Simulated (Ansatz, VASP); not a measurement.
Two plane-wave programs on Si2Sb2Se

INCAR

```
SYSTEM = Si2Sb2Se
PREC = Accurate ; ENCUT = 600
EDIFF = 1E-6 ; ISMEAR = 0
SIGMA = 0.1 ; LREAL = .FALSE.
LASPH = .TRUE. ; NELM = 60
ALGO = Normal ; ISIF = 3
LWAVE = .FALSE. ; LCHARG = .FALSE.
GGA = PE ; IBRION = 2
NSW = 100 ; EDIFFG = -0.01
```

KPOINTS

```
Automatic mesh
0
G
  12 12 8
  0 0 0
```

File POSCAR:

```
Si2Sb2Se
1.0
    5.1857192047      0.0000000000      0.0000000000
   -2.5928596023      4.4909645681      0.0000000000
    0.0000000000      0.0000000000      5.4722860234
Si Sb Se
2 2 1
Direct
    0.3333333333      0.6666666667      0.5000000000
    0.6666666667      0.3333333333      0.5000000000
    0.3333333333      0.6666666667      0.0000000000
    0.6666666667      0.3333333333      0.0000000000
    0.0000000000      0.0000000000      0.0000000000
```

Input for Ansatz:

```yaml
crystal:
  lattice:
    - [5.1857192047, 0.0, 0.0]
    - [-2.5928596023, 4.4909645681, 0.0]
    - [0.0, 0.0, 5.4722860234]
  atoms:
    - { symbol: Si, position: [0.3333333333, 0.6666666667, 0.5] }
    - { symbol: Si, position: [0.6666666667, 0.3333333333, 0.5] }
    - { symbol: Sb, position: [0.3333333333, 0.6666666667, 0.0] }
    - { symbol: Sb, position: [0.6666666667, 0.3333333333, 0.0] }
    - { symbol: Se, position: [0.0, 0.0, 0.0] }
basis:
  ecutwfc: 420
kpoints:
  mp_grid: { grid: [12, 12, 8] }
hamiltonian:
  xc: pbe
scf:
  occupations: { method: gaussian, width: 0.1 }
output:
  forces: true
  stress: true
  eigenvalues: true
relax:
  adjacent_minimum: "off"
  f_tol: 0.01
  max_steps: 80
  cell: { stress_tol: 0.05 }
```

Alike in both runs: task relaxation of cell and atoms; functional PBE; k mesh 12 × 12 × 8; occupations gaussian, width 0.1 eV; no spin polarisation.

|  | VASP | Ansatz |
| --- | --- | --- |
| version | VASP 6.6.1 | Ansatz 0.2.0 |
| potentials or method | VASP PAW PBE potentials, release 64 (Si, Sb, Se), cutoff 600 eV | scalar-relativistic, plane waves, PAW |
| valence electrons in the cell | 24 | 54 |

Ansatz gave:

- gap on the k mesh at the Fermi level, each at its own relaxed structure (eV): none
- relaxed volume (Å³/atom): 25.56
- relaxed length of the cell vector where the two differ most in proportion (Å): 5.564

Problem. Estimate VASP's values.

Solution. gap on the k mesh at the Fermi level, each at its own relaxed structure (eV): none; relaxed volume (Å³/atom): 25.56; relaxed length of the cell vector where the two differ most in proportion (Å): 5.569.

A gap of «none» marks a metal or a gap that the smearing closes. VASP's potentials hold 24 valence electrons a cell and Ansatz's 54, so a difference there can come from the potentials and not from the codes.

Neither program's run includes spin-orbit coupling.
